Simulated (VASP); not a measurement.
# Al (P6_3/mmc) in VASP: further runs, part 2 of 2

VASP 6.6.1. Earlier steps stand in the parts before.

## 5. Relaxation of cell and atoms, r2SCAN, target pressure 10 GPa, at which the enthalpy is minimised

This run uses another cell than the first one, of 14.56 Å³/atom.

File POSCAR:

```
Al
1.0
    2.7357189999      0.0000000000      0.0000000000
   -1.3678595000      2.3692021516      0.0000000000
    0.0000000000      0.0000000000      8.9847071237
Al
4
Direct
    0.0000000000      0.0000000000      0.0000000000
    0.3333333333      0.6666666667      0.2500000000
    0.0000000000      0.0000000000      0.5000000000
    0.6666666667      0.3333333333      0.7500000000
```

File INCAR.step1:

```
PREC     = Accurate       # precision mode
ENCUT    = 600            # plane-wave cutoff, eV
ISMEAR   = 0              # smearing method
SIGMA    = 0.1            # smearing width, eV
LREAL    = F              # projectors in reciprocal space
LASPH    = T              # aspherical terms in the spheres
NELM     = 80             # most SCF steps
GGA      = PE             # functional
ALGO     = Normal         # electronic algorithm
EDIFF    = 1E-4           # SCF threshold, eV
LWAVE    = T              # write WAVECAR
LCHARG   = F              # write CHGCAR
```

File INCAR.step2:

```
PREC     = Accurate       # precision mode
ENCUT    = 600            # plane-wave cutoff, eV
EDIFF    = 1E-6           # SCF threshold, eV
ISMEAR   = 0              # smearing method
SIGMA    = 0.1            # smearing width, eV
LREAL    = F              # projectors in reciprocal space
LASPH    = T              # aspherical terms in the spheres
NELM     = 80             # most SCF steps
ALGO     = Normal         # electronic algorithm
ISIF     = 3              # what is computed and relaxed
LWAVE    = F              # write WAVECAR
LCHARG   = F              # write CHGCAR
METAGGA  = R2SCAN         # meta-GGA
LMIXTAU  = T            
IBRION   = 2              # ionic algorithm
NSW      = 70             # ionic steps
EDIFFG   = -0.008         # ionic threshold
PSTRESS  = 100.0        
ISTART   = 1
```

File KPOINTS:

```
regular mesh
0
Gamma
  18 18 6
```

Potentials or basis: VASP PAW PBE potentials, release 64 (Al).

Run with:

```console
> cat potpaw_PBE.64/Al/POTCAR > POTCAR
> cp INCAR.step1 INCAR
> mpirun -np 1 vasp_std > vasp.out
> cp INCAR.step2 INCAR
> mpirun -np 1 vasp_std > vasp.out
```

OUTCAR:

```text
PREC = Accurate
   ENCUT = 600
   EDIFF = 1E-6
   ISMEAR = 0
   LREAL = F
   LASPH = T
   NELM = 80
   ISIF = 3
   METAGGA = R2SCAN
   IBRION = 2
   NSW = 70
   EDIFFG = -0.008
   PSTRESS = 100.0
   ISTART = 1

 ion  position               nearest neighbor table
   1  0.000  0.000  0.000-   2 2.75   4 2.75   4 2.75   2 2.75   4 2.75   2 2.75
   2  0.333  0.667  0.250-   1 2.75   3 2.75   1 2.75   3 2.75   1 2.75   3 2.75
   3  0.000  0.000  0.500-   2 2.75   4 2.75   4 2.75   2 2.75   4 2.75   2 2.75
   4  0.667  0.333  0.750-   1 2.75   3 2.75   1 2.75   3 2.75   1 2.75   3 2.75

  LATTYP: Found a hexagonal cell.
 ALAT       =     2.7357189999
 C/A-ratio  =     3.2842214877

  Lattice vectors:

 A1 = (   2.7357189999,   0.0000000000,   0.0000000000)
 A2 = (  -1.3678595000,   2.3692021516,   0.0000000000)
 A3 = (   0.0000000000,   0.0000000000,   8.9847071237)

Analysis of symmetry for initial positions (statically):
=====================================================================
 Subroutine PRICEL returns:
 Original cell was already a primitive cell.

 Routine SETGRP: Setting up the symmetry group for a
 hexagonal supercell.

 Subroutine GETGRP returns: Found 24 space group operations
 (whereof 12 operations were pure point group operations)
 out of a pool of 24 trial point group operations.

The static configuration has the point symmetry D_3d.
 The point group associated with its full space group is D_6h.

Analysis of symmetry for dynamics (positions and initial velocities):
=====================================================================
 Subroutine PRICEL returns:
 Original cell was already a primitive cell.

 Routine SETGRP: Setting up the symmetry group for a
 hexagonal supercell.

 Subroutine GETGRP returns: Found 24 space group operations
 (whereof 12 operations were pure point group operations)
 out of a pool of 24 trial point group operations.

The dynamic configuration has the point symmetry D_3d.
 The point group associated with its full space group is D_6h.

 Subroutine INISYM returns: Found 24 space group operations
[... 189 lines left out ...]
--------------------------------------- Ionic step        2  -------------------------------------------

 number of electron      12.0000000 magnetization

 Free energy of the ion-electron system (eV)
  ---------------------------------------------------
  ext. energy  EPLUGINS =         0.00000000
  ---------------------------------------------------
  free energy    TOTEN  =       -26.73553065 eV

  energy without entropy =      -26.72899709  energy(sigma->0) =      -26.73226387

 E-fermi :   9.3736     XC(G=0): -11.3874

 val. band max:        9.3193737259   @ k =   0.2222   0.1667   0.3333
 cond. band min:       9.3774544936   @ k =   0.2778   0.1111   0.1667
 fundamental gap:      0.0580807677
 Fermi energy:         9.3735774165

 k-point     1 :       0.0000    0.0000    0.0000
  band No.  band energies     occupation
      1      -3.3695      2.00000
      2      -1.4418      2.00000
      3      -1.4376      2.00000
      4       3.8305      2.00000
      5       4.6071      2.00000
      6      13.2101      0.00000
      7      13.2133      0.00000
      8      21.8708      0.00000
      9      21.8953      0.00000
     10      21.9189      0.00000
[... 287 lines left out ...]
 k-point    24 :       0.3889    0.1111    0.0000
  band No.  band energies     occupation
      1       2.2766      2.00000
      2       4.0599      2.00000
      3       4.0748      2.00000
      4       5.2044      2.00000
      5       7.1228      2.00000
      6       7.1561      2.00000
      7       9.2241      1.96546
      8      10.1182      0.00000
      9      11.9802      0.00000
     10      12.0918      0.00000

 [... further k-points ...]

------------------------ aborting loop because EDIFF is reached ----------------------------------------

  FORCE on cell =-STRESS in cart. coord.  units (eV):
  Direction    XX          YY          ZZ          XY          YZ          ZX
  --------------------------------------------------------------------------------------
  -------------------------------------------------------------------------------------
  Total        3.6587999      3.6587999      3.6594656     -0.0000000      0.0000000      0.0000000
  in kB      100.8081295    100.8081295    100.8264724     -0.0000000      0.0000000      0.0000000
  external PRESSURE =       0.8142438 kB  Pullay stress =     100.0000000 kB

 VOLUME and BASIS-vectors are now :
 -----------------------------------------------------------------------------
  energy-cutoff  :      600.00
  volume of cell :       58.15
      direct lattice vectors                 reciprocal lattice vectors
     2.734342307 -0.000000000  0.000000000     0.365718658  0.211147766  0.000000000
    -1.367171154  2.368009901  0.000000000     0.000000000  0.422295532  0.000000000
    -0.000000000  0.000000000  8.980846765     0.000000000  0.000000000  0.111348075

 POSITION                                       TOTAL-FORCE (eV/Angst)
 -----------------------------------------------------------------------------------
     -0.00000     -0.00000      8.98085        -0.000000     -0.000000      0.000000
     -0.00000      1.57867      2.24521        -0.000000      0.000000     -0.000000
     -0.00000     -0.00000      4.49042        -0.000000     -0.000000      0.000000
      1.36717      0.78934      6.73564         0.000000     -0.000000     -0.000000
 -----------------------------------------------------------------------------------
    total drift:                               -0.000000      0.000000      0.000000

  FREE ENERGIE OF THE ION-ELECTRON SYSTEM (eV)
  ---------------------------------------------------
  free  energy   TOTEN  =       -26.7355306506 eV

  energy  without entropy=      -26.7289970943  energy(sigma->0) =      -26.73226387

  enthalpy is  TOTEN    =       -23.1060615787 eV   P V=        3.6294690719

 reached required accuracy - stopping structural energy minimisation
```

OSZICAR.step1:

```text
N       E                     dE             d eps       ncg     rms          rms(c)
DAV:   1     0.132151726862E+02    0.13215E+02   -0.48182E+03  2960   0.106E+03
DAV:   2    -0.136649816071E+02   -0.26880E+02   -0.25406E+02  3904   0.114E+02
DAV:   3    -0.147359546032E+02   -0.10710E+01   -0.97008E+00  4220   0.189E+01
DAV:   4    -0.147527151022E+02   -0.16760E-01   -0.16457E-01  3728   0.191E+00
DAV:   5    -0.147528759121E+02   -0.16081E-03   -0.16075E-03  3748   0.210E-01    0.306E+00
DAV:   6    -0.146910754280E+02    0.61800E-01   -0.47041E-03  3564   0.532E-01    0.178E+00
DAV:   7    -0.146474308362E+02    0.43645E-01   -0.12321E-02  3186   0.800E-01    0.244E-01
DAV:   8    -0.146469990151E+02    0.43182E-03   -0.25374E-04  3640   0.116E-01    0.741E-02
DAV:   9    -0.146469482686E+02    0.50746E-04   -0.46402E-05  1784   0.457E-02
   1 F= -.14646948E+02 E0= -.14643075E+02  d E =-.774598E-02
```

Run time: 2.8 min. Hardware: 1 thread of Intel Xeon 6975P-C (Granite Rapids), shared host; peak memory 0.26 GiB.

What came out:

```yaml
Free_energy: -26.7355 eV
Relaxed_volume: 14.54 Å³/atom
Relaxed_cell: a = 2.734 Å, b = 2.734 Å, c = 8.981 Å, α = 90.00°, β = 90.00°, γ = 120.00°
Space_group_after_relaxing_to_0.1_Å: P6_3/mmc (No. 194)
Energy_change_on_relaxing_the_run_minimises_the_enthalpy: +1.3 meV/atom
Ionic_steps: 2
Pressure_after_relaxing: 10.1 GPa
Band_gap_on_the_k_mesh: zero (bands 6 and 7 overlap by 5.99 eV)
```

Step by step:
| step | energy change (eV) | largest force (eV/Å) | pressure (GPa) | volume (Å³) |
| --- | --- | --- | --- | --- |
| 1 | 0.0000 | 0.0000 | 9.89 | 58.23 |
| 2 | 0.0052 | 0.0000 | 10.08 | 58.15 |

Final structure:
```yaml
crystal:
  lattice:
    - [2.73434, 0.00000, 0.00000]
    - [-1.36717, 2.36801, 0.00000]
    - [0.00000, 0.00000, 8.98085]
  atoms:
    - { symbol: Al, position: [0.00000, 0.00000, 0.00000] }
    - { symbol: Al, position: [0.33333, 0.66667, 0.25000] }
    - { symbol: Al, position: [0.00000, 0.00000, 0.50000] }
    - { symbol: Al, position: [0.66667, 0.33333, 0.75000] }
```

Caveat: the cell is relaxed towards a set pressure, so the run minimises the enthalpy, not the energy; the PAW data sets were made with another functional, which shifts forces and pressure a little.

## 6. Single point, r2SCAN

This run uses another cell than the first one, of 12.37 Å³/atom.

File POSCAR:

```
Al
1.0
    2.5928987217      0.0000000000      0.0000000000
   -1.2964493609      2.2455161625      0.0000000000
    0.0000000000      0.0000000000      8.4983134310
Al
4
Direct
    0.0000000000      0.0000000000      0.0000000000
    0.3333333333      0.6666666667      0.2500000000
    0.0000000000      0.0000000000      0.5000000000
    0.6666666667      0.3333333333      0.7500000000
```

INCAR.step1: that of step 5 with these lines changed.

```diff
@@ -1,3 +1,3 @@
 PREC     = Accurate       # precision mode
-ENCUT    = 600            # plane-wave cutoff, eV
+ENCUT    = 520            # plane-wave cutoff, eV
 ISMEAR   = 0              # smearing method
@@ -6,3 +6,4 @@
 LASPH    = T              # aspherical terms in the spheres
-NELM     = 80             # most SCF steps
+NELM     = 100            # most SCF steps
+NBANDS   = 14             # bands
 GGA      = PE             # functional
```

File INCAR.step2:

```
PREC     = Accurate       # precision mode
ENCUT    = 520            # plane-wave cutoff, eV
EDIFF    = 1E-6           # SCF threshold, eV
ISMEAR   = 0              # smearing method
SIGMA    = 0.1            # smearing width, eV
LREAL    = F              # projectors in reciprocal space
LASPH    = T              # aspherical terms in the spheres
NELM     = 100            # most SCF steps
ALGO     = Normal         # electronic algorithm
ISIF     = 2              # what is computed and relaxed
LWAVE    = F              # write WAVECAR
LCHARG   = F              # write CHGCAR
METAGGA  = R2SCAN         # meta-GGA
LMIXTAU  = T            
NBANDS   = 14             # bands
ISTART   = 1
```

KPOINTS is that of step 5.

Potentials or basis: VASP PAW PBE potentials, release 64 (Al).

Run with:

```console
> cat potpaw_PBE.64/Al/POTCAR > POTCAR
> cp INCAR.step1 INCAR
> mpirun -np 1 vasp_std > vasp.out
> cp INCAR.step2 INCAR
> mpirun -np 1 vasp_std > vasp.out
```

Wall time 3.4 min (1 thread of AMD EPYC 9R45 (Zen 5), shared host); peak memory 0.18 GiB.

The run converged. Its results:

```yaml
Free_energy: -25.4904 eV
Pressure: 39.4 GPa
Band_gap_on_the_k_mesh: zero (bands 6 and 7 overlap by 6.40 eV)
```

Stress tensor (GPa, compression positive):
```
39.47  0.00  0.00
 0.00 39.47  0.00
 0.00  0.00 39.38
```

Levels at points of the mesh, in eV from the Fermi level:
| k point | band 3 | band 4 | band 5 | band 6 | band 7 | band 8 | band 9 | band 10 |
| --- | --- | --- | --- | --- | --- | --- | --- | --- |
| (0.00, 0.00, 0.00) | -11.82 | -6.19 | -4.96 | 4.27 | 4.28 | 13.53 | 13.53 | 13.84 |
| (0.50, 0.00, 0.00) | -5.12 | -4.95 | -3.83 | -3.68 | 0.79 | 0.97 | 2.18 | 2.43 |
| (0.00, 0.00, 0.50) | -9.22 | -9.22 | -1.03 | -1.03 | 10.23 | 10.23 | 13.74 | 13.74 |
| (0.50, 0.00, 0.50) | -5.81 | -5.81 | -2.20 | -2.20 | -1.43 | -1.43 | 5.29 | 5.29 |

Caveat: the cell stands under pressure; the PAW data sets were made with another functional, which shifts forces and pressure a little.

## 7. Summary

| task | cell | k mesh | cutoff (eV) | gap on the mesh (eV) | pressure (GPa) |
| --- | --- | --- | --- | --- | --- |
| single point | a = 2.822, b = 2.822, c = 9.262 Å, angles 90.0, 90.0, 120.0°, 4 atoms | 12 × 12 × 4 | 520 | none | -0.4 |
| single point | a = 2.822, b = 2.822, c = 9.262 Å, angles 90.0, 90.0, 120.0°, 4 atoms | 18 × 18 × 6 | 520 | none | -0.3 |
| relaxation of cell and atoms | relaxed to 10 GPa from a = 2.736, b = 2.736, c = 8.985 Å, angles 90.0, 90.0, 120.0°, 4 atoms | 18 × 18 × 6 | 600 | none | 10.1 |
| single point | a = 2.593, b = 2.593, c = 8.498 Å, angles 90.0, 90.0, 120.0°, 4 atoms | 18 × 18 × 6 | 520 | none | 39.4 |

Alike in all rows: level r2SCAN; potentials or basis VASP PAW PBE potentials, release 64 (Al); no spin polarisation; smearing gaussian 0.1 eV.

Caveats: the PAW data sets were made with another functional, which shifts forces and pressure a little; the cell is relaxed towards a set pressure, so the run minimises the enthalpy, not the energy (at least some runs); the cell stands under pressure (at least some runs).

Absolute energies hang on the potentials; compare differences alone.
